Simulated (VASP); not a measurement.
Runs of VASP 6.6.1 on Ag. The structure is that of space group Fm-3m (No. 225), or close to it. The cells are those of the table. 

```tsv
task	cell	gap on the mesh (eV)	pressure (GPa)
relaxation of cell and atoms	relaxed to 45 GPa from a = 2.892 Å, angles 60.0°, 1 atom	none	45.1
relaxation of cell and atoms	relaxed to 15 GPa from a = 2.892 Å, angles 60.0°, 1 atom	none	14.8
single point	a = 2.822 Å, angles 60.0°, 1 atom	none	14.8
relaxation of cell and atoms	relaxed to 30 GPa from a = 2.892 Å, angles 60.0°, 1 atom	none	30.0
single point	a = 2.704 Å, angles 60.0°, 1 atom	none	(a)
relaxation of cell and atoms	relaxed from a = 2.892 Å, angles 60.0°, 1 atom	none	0.0
single point	a = 2.754 Å, angles 60.0°, 1 atom	none	29.6
single point	a = 2.935 Å, angles 60.0°, 1 atom	none	0.0
```

Alike in all rows: level PBE; potentials or basis VASP PAW PBE potentials, release 64 (Ag); no spin polarisation; k mesh 10 × 10 × 10; cutoff (eV) 500; smearing fermi-dirac 0.05 eV.

Task: Fill in the values left out.

Result: (a) 44.5.

Caveats: the cell is relaxed towards a set pressure, so the run minimises the enthalpy, not the energy (at least some runs); the cell stands under pressure (at least some runs).

A k mesh can miss the band edges, and the runs leave out spin-orbit coupling on Ag.

A gap of «none» marks levels without a gap at the run's occupations.
